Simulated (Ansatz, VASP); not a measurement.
## One calculation of Os, two programs

POSCAR

```
Os
1.0
    0.0000000000      1.9705950400      1.9705950400
    1.9705950400      0.0000000000      1.9705950400
    1.9705950400      1.9705950400      0.0000000000
Os
1
Direct
    0.0000000000      0.0000000000      0.0000000000
```

INCAR.step1

```
PREC = Accurate
ENCUT = 660
ISMEAR = 0
SIGMA = 0.025
LREAL = F
LASPH = T
NELM = 200
MAGMOM = 0 0 0
LSORBIT = T
GGA_COMPAT = F
LMAXMIX = 4
NBANDS = 19
GGA = PE
ALGO = Normal
EDIFF = 1E-5
LWAVE = T
LCHARG = F
```

INCAR.step2

```
PREC = Accurate
ENCUT = 660
EDIFF = 1E-6
ISMEAR = 0
SIGMA = 0.025
LREAL = F
LASPH = T
NELM = 200
ALGO = Normal
ISIF = 2
LWAVE = F
LCHARG = F
MAGMOM = 0 0 0
LORBIT = 11
LSORBIT = T
GGA_COMPAT = F
LORBMOM = T
LMAXMIX = 4
METAGGA = R2SCAN
LMIXTAU = T
NBANDS = 19
ISTART = 1
```

KPOINTS

```
regular mesh
0
Gamma
  12 12 12
```

input.yaml

```yaml
crystal:
  lattice: { a: 3.94119008, b: 3.94119008, c: 3.94119008, alpha: 90.0, beta: 90.0, gamma: 90.0 }
  space_group: 225
  reduce_to_primitive: true
  atoms:
    - { symbol: Os, wyckoff: "4a", position: [0.0, 0.0, 0.0] }
hamiltonian:
  xc: r2scan
  pseudopotentials: { kind: paw_fr }
magnetization:
  noncollinear: true
  spin_orbit: true
kpoints:
  mp_grid: { grid: [12, 12, 12] }
scf:
  occupations: { method: gaussian, width: 0.025 }
output:
  forces: true
  stress: true
  eigenvalues: true
  bader: true
  populations: intrinsic
```

Change from the starting cell: volume scaled by 1.04.

Alike in both runs: functional r2SCAN; k mesh 12 × 12 × 12; occupations gaussian, width 0.025 eV; non-collinear spin, spin-orbit coupling.

|  | VASP | Ansatz |
| --- | --- | --- |
| version | VASP 6.6.1 | Ansatz 0.2.0 |
| potentials or method | VASP PAW PBE potentials, release 64 (Os) | Ansatz PAW |
| plane-wave cutoff (eV) | 660 | 500 |
| valence electrons in the cell | 8 | 16 |
| task | single point | atomic charges |

VASP gave:

```
pressure (GPa) : -28.0
```

Problem. Which values does Ansatz return?

Solution. Pressure (GPa): -28.6.

VASP's potentials were made for PBE, not for r2SCAN. VASP's potentials hold 8 valence electrons a cell and Ansatz's 16, so a difference there can come from the potentials and not from the codes.
